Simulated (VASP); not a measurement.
A run of VASP 6.6.1 is set up as follows.

INCAR

```
PREC     = Accurate       # precision mode
ENCUT    = 520            # plane-wave cutoff, eV
EDIFF    = 1E-7           # SCF threshold, eV
ISMEAR   = 0              # smearing method
SIGMA    = 0.02           # smearing width, eV
LREAL    = False          # projectors in reciprocal space
LASPH    = True           # aspherical terms in the spheres
NELM     = 80             # most SCF steps
ALGO     = Normal         # electronic algorithm
ISIF     = 2              # what is computed and relaxed
LWAVE    = False          # write WAVECAR
LCHARG   = False          # write CHGCAR
GGA      = PE             # functional
NBANDS   = 16             # bands
```

KPOINTS

```
regular mesh
0
Gamma
  12 12 12
```

POSCAR

```
GaN
1.0
    0.0000000000      2.1540828556      2.1540828556
    2.1540828556      0.0000000000      2.1540828556
    2.1540828556      2.1540828556      0.0000000000
Ga N
1 1
Direct
    0.0000000000      0.0000000000      0.0000000000
    0.7500000000      0.7500000000      0.7500000000
```

Potentials or basis: VASP PAW PBE potentials, release 64 (Ga_d, N).

The run is started by

```sh
$ cat potpaw_PBE.64/Ga_d/POTCAR potpaw_PBE.64/N/POTCAR > POTCAR
$ mpirun -np 1 vasp_std > vasp.out
```

Question: Predict the band gap on the k mesh.

Answer: 2.60 eV, direct.

Question: Predict the pressure.

Answer: 39.8 GPa.

A hybrid or GW would open this gap; PBE tends to underestimate it.
